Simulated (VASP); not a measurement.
Runs of VASP 6.6.1 on ScIn3As2. The structure is that of space group P6/mmm (No. 191), or close to it. The cells are those of the table. The cell was built from a structure type or drawn by symmetry, and may not be a known phase.

```tsv
task	cell	k mesh	cutoff (eV)	gap on the mesh (eV)	pressure (GPa)	relaxed volume (Å³/atom)
single point	a = 5.755, b = 5.755, c = 5.191 Å, angles 90.0, 90.0, 120.0°, 6 atoms	6 × 6 × 8	520	none	0.1	-
relaxation of cell and atoms	relaxed from a = 5.699, b = 5.699, c = 5.265 Å, angles 90.0, 90.0, 120.0°, 6 atoms	6 × 6 × 4	600	none	0.0	(a)
relaxation of cell and atoms	relaxed from a = 6.138, b = 6.138, c = 4.304 Å, angles 90.0, 90.0, 120.0°, 6 atoms	3 × 3 × 4	600	none	0.1	24.77
single point	a = 5.770, b = 5.770, c = 5.154 Å, angles 90.0, 90.0, 120.0°, 6 atoms	12 × 12 × 8	520	none	0.0	-
```

Alike in all rows: level PBE; potentials or basis VASP PAW PBE potentials, release 64 (Sc_sv, In_d, As); no spin polarisation; smearing gaussian 0.1 eV.

**Question.** Estimate the missing entries.

**Answer.** (a) 24.87.

Caveats: some runs use coarse meshes; spin-orbit coupling is left out, which moves the levels of the heavy elements; a cell axis changed by over 15 % at a fixed basis, so the end point is rough (at least some runs).

A k mesh can miss the band edges, and the runs leave out spin-orbit coupling on As, In.

A gap of «none» marks levels without a gap at the run's occupations.
